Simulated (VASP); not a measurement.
Set up this calculation in VASP 6.6.1, as the native input.

```
Task                   : single point
Functional             : PBEsol
Potentials or basis    : VASP PAW PBE potentials, release 64 (Cd, F)
Cutoff                 : 520 eV
k mesh                 : 8 × 8 × 8
Occupations            : gaussian, width 0.05 eV
Spin                   : no spin polarisation
Dipole correction      : no
Further INCAR settings : ALGO = Normal; EDIFF = 1e-06; NBANDS = 20
```

The structure of CdF2 lies in POSCAR:

```
CdF2
1.0
    0.0000000000      2.4730971665      2.6796007799
    2.4730971665      0.0000000000      2.6796007799
    2.4730971665      2.4730971665      0.0000000000
Cd F
1 2
Direct
    0.0000000000      0.0000000000      0.0000000000
    0.2500000000      0.2500000000      0.2500000000
    0.7500000000      0.7500000000      0.7500000000
```

The input as run:

INCAR

```
ALGO = Normal ; EDIFF = 1E-6
ENCUT = 520 ; GGA = PS
ISIF = 2 ; ISMEAR = 0
LASPH = T ; LCHARG = F
LREAL = F ; LWAVE = F
NBANDS = 20 ; NELM = 100
PREC = Accurate ; SIGMA = 0.05
```

KPOINTS

```
k-points
0
Gamma
  8 8 8
```

Potentials or basis: VASP PAW PBE potentials, release 64 (Cd, F).

Command:

```bash
$ cat potpaw_PBE.64/Cd/POTCAR potpaw_PBE.64/F/POTCAR > POTCAR
$ mpirun -np 1 vasp_std > vasp.out
```

Results of the run:

* Pressure: 30.7 GPa
* Band gap on the k mesh: 3.39 eV (least direct gap 3.51 eV)

Caveat: the cell stands under pressure; the PAW data sets were made with another functional, which shifts forces and pressure a little.

It took 57 s on 1 thread of Intel Xeon 8259CL (shared host), peak memory 0.18 GiB.
